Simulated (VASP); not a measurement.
# AgI (F-43m) in VASP: settings compared

The runs below take AgI through single point, with LDA, r2SCAN.

Program: VASP 6.6.1. These are calculated values, not measurements. Logs are shortened: lines on timing, memory, paths and dates and some standing lists are left out, and cuts for length are marked.

**1. The cell of the first run**

The structure is cubic, space group F-43m (No. 216). Conventional cell: a = 6.577 Å, b = 6.577 Å, c = 6.577 Å, α = 90.00°, β = 90.00°, γ = 90.00°. Within 3.8 Å of Ag (site symmetry -43m) lie 4 I at 2.85 Å. Within 3.8 Å of I (site symmetry -43m) lie 4 Ag at 2.85 Å.

**2. Single point, LDA**

INCAR reads:

```
SYSTEM = AgI
PREC     = Accurate       ! precision mode
ENCUT    = 500            ! plane-wave cutoff, eV
EDIFF    = 1E-6           ! SCF threshold, eV
ISMEAR   = 0              ! smearing method
SIGMA    = 0.01           ! smearing width, eV
LREAL    = .FALSE.        ! projectors in reciprocal space
LASPH    = .TRUE.         ! aspherical terms in the spheres
NELM     = 120            ! most SCF steps
ALGO     = Normal         ! electronic algorithm
ISIF     = 2              ! what is computed and relaxed
LWAVE    = .FALSE.        ! write WAVECAR
LCHARG   = .TRUE.         ! write CHGCAR
LELF     = .TRUE.         ! ELF
LVHAR    = .TRUE.       
NBANDS   = 16             ! bands
GGA_COMPAT= .FALSE.
```

KPOINTS reads:

```
regular mesh
0
G
  8 8 8
  0 0 0
```

POSCAR reads:

```
AgI
1.0
    0.0000000000      3.2886328091      3.2886328091
    3.2886328091      0.0000000000      3.2886328091
    3.2886328091      3.2886328091      0.0000000000
Ag I
1 1
Direct
    0.0000000000      0.0000000000      0.0000000000
    0.2500000000      0.2500000000      0.2500000000
```

Potentials or basis: VASP PAW LDA potentials, release 64 (Ag, I).

On the command line:

```sh
$ cat potpaw_LDA.64/Ag/POTCAR potpaw_LDA.64/I/POTCAR > POTCAR
$ mpirun -np 1 vasp_std > vasp.out
```

OUTCAR:

```text
SYSTEM = AgI
   PREC = Accurate
   ENCUT = 500
   EDIFF = 1E-6
   ISMEAR = 0
   LREAL = .FALSE.
   LASPH = .TRUE.
   NELM = 120
   ISIF = 2

 ion  position               nearest neighbor table
   1  0.000  0.000  0.000-   2 2.85   2 2.85   2 2.85   2 2.85
   2  0.250  0.250  0.250-   1 2.85   1 2.85   1 2.85   1 2.85

  LATTYP: Found a face centered cubic cell.
 ALAT       =     6.5772656182

  Lattice vectors:

 A1 = (   0.0000000000,   3.2886328091,   3.2886328091)
 A2 = (   3.2886328091,   0.0000000000,   3.2886328091)
 A3 = (   3.2886328091,   3.2886328091,   0.0000000000)

Analysis of symmetry for initial positions (statically):
=====================================================================
 Subroutine PRICEL returns:
 Original cell was already a primitive cell.

 Routine SETGRP: Setting up the symmetry group for a
 face centered cubic supercell.

 Subroutine GETGRP returns: Found 24 space group operations
 (whereof 24 operations were pure point group operations)
 out of a pool of 48 trial point group operations.

The static configuration has the point symmetry T_d .

Analysis of symmetry for dynamics (positions and initial velocities):
=====================================================================
 Subroutine PRICEL returns:
 Original cell was already a primitive cell.

 Routine SETGRP: Setting up the symmetry group for a
 face centered cubic supercell.

 Subroutine GETGRP returns: Found 24 space group operations
 (whereof 24 operations were pure point group operations)
 out of a pool of 48 trial point group operations.

The dynamic configuration has the point symmetry T_d .

 Subroutine INISYM returns: Found 24 space group operations
 (whereof 24 operations are pure point group operations),
 and found     1 'primitive' translations

----------------------------------------------------------------------------------------

                                     Primitive cell

  volume of cell :      71.1338

  direct lattice vectors                    reciprocal lattice vectors
     0.000000000  3.288632809  3.288632809    -0.152038865  0.152038865  0.152038865
     3.288632809  0.000000000  3.288632809     0.152038865 -0.152038865  0.152038865
     3.288632809  3.288632809  0.000000000     0.152038865  0.152038865 -0.152038865

  length of vectors
     4.650829120  4.650829120  4.650829120     0.263339039  0.263339039  0.263339039

  position of ions in fractional coordinates (direct lattice)
     0.000000000  0.000000000  0.000000000
     0.250000000  0.250000000  0.250000000

[... 77 lines left out ...]
   LREAL  =      F    real-space projection
   EDIFFG = 0.1E-04   stopping-criterion for IOM
   NSW    =      0    number of steps for IOM
   IBRION =     -1    ionic relax: 0-MD 1-quasi-New 2-CG
   NFREE  =      0    steps in history (QN), initial steepest desc. (CG)
   ISIF   =      2    stress and relaxation
   ISYM   =      2    0-nonsym 1-usesym 2-fastsym
   POTIM  = 0.5000    time-step for ionic-motion
   TEBEG  =    0.0;   TEEND  =   0.0 temperature during run
   PSTRESS=    0.0 pullay stress
   NELECT =      18.0000    total number of electrons
   NUPDOWN=      -1.0000    fix difference up-down
   EMIN   =  10.00;   EMAX   =-10.00  energy-range for DOS
   EFERMI =   0.00;   METHOD = LEGACY
   ISMEAR =     0;   SIGMA  =   0.01  broadening in eV -4-tet -1-fermi 0-gaus
   EFERMI_NEDOS =   21; number of points for ismear=-14 and -15
   IALGO  =     38    algorithm
   IMIX   =      4    mixing-type and parameters
     AMIX     =   0.40;   BMIX     =  1.00
     AMIX_MAG =   1.60;   BMIX_MAG =  1.00
  volume/ion in A,a.u.               =      35.57       240.02
  Fermi-wavevector in a.u.,A,eV,Ry     =   1.035477  1.956767 14.588327  1.072212
  Thomas-Fermi vector in A             =   2.169822
   LORBIT       =      0    0 simple, 1 ext, 2 COOP (PROOUT), +10 PAW based schemes
   GGA     = CA    functional components
   LHFCALC =     F    Hartree Fock is set to
   AEXX    =    0.0000 exact exchange contribution
   IVDW    =     0    specifies the selected vdW correction
   LEPSILON=     F    determine dielectric tensor
   LRPA    =     F    only Hartree local field effects (RPA)
 non-spin polarized calculation
 Gauss-broadening in eV      SIGMA  =   0.01
  energy-cutoff  :      500.00
  volume of cell :       71.13
 maximum number of plane-waves:      1832
 NGX is ok and might be reduce to    36
   NGX = 17   NGY = 17   NGZ = 17

 number of electron      18.0000002 magnetization

 Free energy of the ion-electron system (eV)
  ---------------------------------------------------
  ext. energy  EPLUGINS =         0.00000000
  ---------------------------------------------------
  free energy    TOTEN  =        -6.04139912 eV

  energy without entropy =       -6.04139912  energy(sigma->0) =       -6.04139912

 E-fermi :   2.5750     XC(G=0):  -8.6864

 val. band max:        2.4868322945   @ k =   0.0000   0.0000   0.0000
 cond. band min:       3.5757404971   @ k =   0.0000   0.0000   0.0000
 fundamental gap:      1.0889082026
 Fermi energy:         2.5750091583

 k-point     1 :       0.0000    0.0000    0.0000
  band No.  band energies     occupation
      1     -10.1659      2.00000
      2      -1.5482      2.00000
      3      -1.5482      2.00000
      4      -1.5482      2.00000
      5      -0.4739      2.00000
      6      -0.4739      2.00000
[... 433 lines left out ...]
      3      -1.3770      2.00000
      4      -1.2108      2.00000
      5      -0.5077      2.00000
      6      -0.4327      2.00000
[... 8 lines left out ...]
     15      12.9599      0.00000
     16      13.6436      0.00000

 [... further k-points ...]

------------------------ aborting loop because EDIFF is reached ----------------------------------------

  FORCE on cell =-STRESS in cart. coord.  units (eV):
  Direction    XX          YY          ZZ          XY          YZ          ZX
  --------------------------------------------------------------------------------------
  -------------------------------------------------------------------------------------
  Total       -1.4668146     -1.4668146     -1.4668146      0.0000000      0.0000000      0.0000000
  in kB      -33.0376880    -33.0376880    -33.0376880      0.0000000      0.0000000      0.0000000
  external PRESSURE =     -33.0376880 kB  Pullay stress =       0.0000000 kB

 VOLUME and BASIS-vectors are now :
 -----------------------------------------------------------------------------
  energy-cutoff  :      500.00
  volume of cell :       71.13
      direct lattice vectors                 reciprocal lattice vectors
     0.000000000  3.288632809  3.288632809    -0.152038865  0.152038865  0.152038865
     3.288632809  0.000000000  3.288632809     0.152038865 -0.152038865  0.152038865
     3.288632809  3.288632809  0.000000000     0.152038865  0.152038865 -0.152038865

 POSITION                                       TOTAL-FORCE (eV/Angst)
 -----------------------------------------------------------------------------------
      0.00000      0.00000      0.00000         0.000000      0.000000      0.000000
      1.64432      1.64432      1.64432        -0.000000     -0.000000     -0.000000
 -----------------------------------------------------------------------------------
    total drift:                               -0.000000     -0.000000     -0.000000

  FREE ENERGIE OF THE ION-ELECTRON SYSTEM (eV)
  ---------------------------------------------------
  free  energy   TOTEN  =        -6.0413991197 eV

  energy  without entropy=       -6.0413991197  energy(sigma->0) =       -6.04139912
```

OSZICAR:

```text
N       E                     dE             d eps       ncg     rms          rms(c)
DAV:   1     0.906125824759E+02    0.90613E+02   -0.75783E+03   936   0.911E+02
DAV:   2    -0.260419047369E+01   -0.93217E+02   -0.87341E+02  1168   0.193E+02
DAV:   3    -0.608573686273E+01   -0.34815E+01   -0.34744E+01  1192   0.387E+01
DAV:   4    -0.614106736454E+01   -0.55331E-01   -0.55329E-01  1368   0.455E+00
DAV:   5    -0.614131559639E+01   -0.24823E-03   -0.24823E-03  1232   0.266E-01    0.488E+00
DAV:   6    -0.604782960966E+01    0.93486E-01   -0.27327E-01  1056   0.705E+00    0.366E+00
DAV:   7    -0.604336128452E+01    0.44683E-02   -0.30330E-02  1048   0.112E+00    0.164E+00
DAV:   8    -0.604143727095E+01    0.19240E-02   -0.16475E-03  1232   0.343E-01    0.180E-01
DAV:   9    -0.604139004185E+01    0.47229E-04   -0.19636E-04  1144   0.181E-01    0.403E-02
DAV:  10    -0.604139637764E+01   -0.63358E-05   -0.13352E-05  1216   0.290E-02    0.179E-02
DAV:  11    -0.604139915224E+01   -0.27746E-05   -0.19102E-06  1088   0.902E-03    0.179E-03
DAV:  12    -0.604139911969E+01    0.32549E-07   -0.23084E-07   656   0.480E-03
   1 F= -.60413991E+01 E0= -.60413991E+01  d E =-.565109E-38
```

stdout:

```text
POSCAR found type information on POSCAR AgI
 POSCAR found :  2 types and       2 ions
 scaLAPACK will be used
 LDA part: xc-table for (Slater(with rela. corr.)+CA(PZ))
 , standard interpolation
 POSCAR, INCAR and KPOINTS ok, starting setup
 FFT: planning ... GRIDC
 FFT: planning ... GRID_SOFT
 FFT: planning ... GRID
 WAVECAR not read
 entering main loop
```

Wall time 49 s (1 thread of Intel Xeon 8259CL, shared host); peak memory 0.19 GiB.

What came out:

* Free energy: -6.0414 eV
* Pressure: -3.3 GPa
* Band gap on the k mesh: 1.09 eV, direct

Levels at points of the mesh, in eV from the valence-band top:
```
           k point  band 7  band 8  band 9  band 10  band 11  band 12
(0.00, 0.00, 0.00)    0.00    0.00    0.00     1.09     5.69     5.69
(0.50, 0.00, 0.00)   -2.83   -0.68   -0.68     2.59     6.16     6.16
(0.50, 0.50, 0.00)   -2.52   -1.69   -1.69     3.51     3.72     8.13
```

Caveat: spin-orbit coupling is left out, which moves the levels of the heavy elements. As with any semilocal functional, this LDA gap is likely too small.

(Part 1 of 2 ends here.)
